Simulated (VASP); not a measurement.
Input of a VASP 6.6.1 run:

INCAR

```
SYSTEM = HgTe
ALGO = Normal
EDIFF = 1E-6
ENCUT = 500
GGA = PS
GGA_COMPAT = .False.
ISIF = 2
ISMEAR = 0
ISPIN = 2
LASPH = .True.
LCHARG = .False.
LORBIT = 11
LREAL = .False.
LWAVE = .False.
MAGMOM = 0 0
NBANDS = 20
NELM = 200
PREC = Accurate
SIGMA = 0.1
```

Contents of KPOINTS:

```
k-points
0
Gamma
  9 9 9
  0 0 0
```

POSCAR

```
HgTe
1.0
    4.6255804171      0.0000000000      0.0000000000
   -2.3127902085      4.0058701484      0.0000000000
    2.3127902085      1.3352900495      3.7459338233
Te Hg
1 1
Direct
    0.0013884390      0.5006942195      0.4979173414
    0.4986115610      0.2493057805      0.2520826586
```

Potentials or basis: VASP PAW PBE potentials, release 64 (Te, Hg).

Run with:

```bash
$ cat potpaw_PBE.64/Te/POTCAR potpaw_PBE.64/Hg/POTCAR > POTCAR
$ mpirun -np 1 vasp_std > vasp.out
```

What does it give for the band gap on the k mesh?

0.04 eV.

What does it give for the net moment?

0.00 μB per cell.

What does it give for the largest force?

0.008 eV/Å.

Estimate the pressure.

-0.2 GPa.

Stress tensor (GPa, compression positive):
```
-0.26  0.00  0.00
 0.00 -0.26  0.00
 0.00  0.00  0.03
```

Caveat: the smearing spreads over this small gap; the PAW data sets were made with another functional, which shifts forces and pressure a little; spin-orbit coupling is left out, which moves the levels of the heavy elements.
